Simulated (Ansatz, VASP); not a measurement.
One calculation of BaZnSbF, two programs

File INCAR:

```
PREC = Accurate ; ENCUT = 600
EDIFF = 1E-6 ; ISMEAR = -1
SIGMA = 0.02 ; LREAL = False
LASPH = True ; NELM = 120
ALGO = Normal ; ISIF = 2
LWAVE = False ; LCHARG = False
GGA = PE ; NBANDS = 44
GGA_COMPAT = False
```

File KPOINTS:

```
Automatic mesh
0
Gamma
  6 6 2
```

Contents of POSCAR:

```
BaZnSbF
1.0
    4.5255418669      0.0000000000      0.0000000000
    0.0000000000      4.5255418669      0.0000000000
    0.0000000000      0.0000000000      9.9422641646
Ba Zn Sb F
2 2 2 2
Direct
    0.0000000000      0.5000000000      0.3503227621
    0.5000000000      0.0000000000      0.6496772379
    0.5000000000      0.5000000000      0.0000000000
    0.0000000000      0.0000000000      0.0000000000
    0.5000000000      0.0000000000      0.1662770925
    0.0000000000      0.5000000000      0.8337229075
    0.5000000000      0.5000000000      0.5000000000
    0.0000000000      0.0000000000      0.5000000000
```

Input for Ansatz:

```yaml
crystal:
  lattice:
    - [4.5255418669, 0.0, 0.0]
    - [0.0, 4.5255418669, 0.0]
    - [0.0, 0.0, 9.9422641646]
  atoms:
    - { symbol: Ba, position: [0.0, 0.5, 0.3503227621] }
    - { symbol: Ba, position: [0.5, 0.0, 0.6496772379] }
    - { symbol: Zn, position: [0.5, 0.5, 0.0] }
    - { symbol: Zn, position: [0.0, 0.0, 0.0] }
    - { symbol: Sb, position: [0.5, 0.0, 0.1662770925] }
    - { symbol: Sb, position: [0.0, 0.5, 0.8337229075] }
    - { symbol: F, position: [0.5, 0.5, 0.5] }
    - { symbol: F, position: [0.0, 0.0, 0.5] }
kpoints:
  mp_grid: { grid: [6, 6, 2] }
hamiltonian:
  xc: pbe
scf:
  occupations: { method: fermi_dirac, width: 0.02 }
  n_extra_bands: 6
output:
  forces: true
  stress: true
  eigenvalues: true
```

Alike in both runs: task single point; functional PBE; k mesh 6 × 6 × 2; occupations fermi-dirac, width 0.02 eV; no spin polarisation.

|  | VASP | Ansatz |
| --- | --- | --- |
| version | VASP 6.6.1 | Ansatz 0.2.0 |
| potentials or method | VASP PAW PBE potentials, release 64 (Ba_sv, Zn, Sb, F) | plane waves, PAW |
| plane-wave cutoff (eV) | 600 | 420 |
| valence electrons in the cell | 68 | 88 |

|  | VASP | Ansatz | Ansatz less VASP |
| --- | --- | --- | --- |
| pressure (GPa) | -0.9 | -1.3 | -0.47 |
| traceless stress, the component that is largest in VASP (GPa) | 0.08 | 0.10 | +0.028 |
| rms of the force components (eV/Å) | 0.040 | 0.047 | +0.0075 |

Atom by atom the forces differ by 0.027 eV/Å (rms over components). With one functional, cell and mesh, what is left measures potentials, basis and numerics. VASP's potentials hold 68 valence electrons a cell and Ansatz's 88, so a difference there can come from the potentials and not from the codes.

Spin-orbit coupling is off throughout.
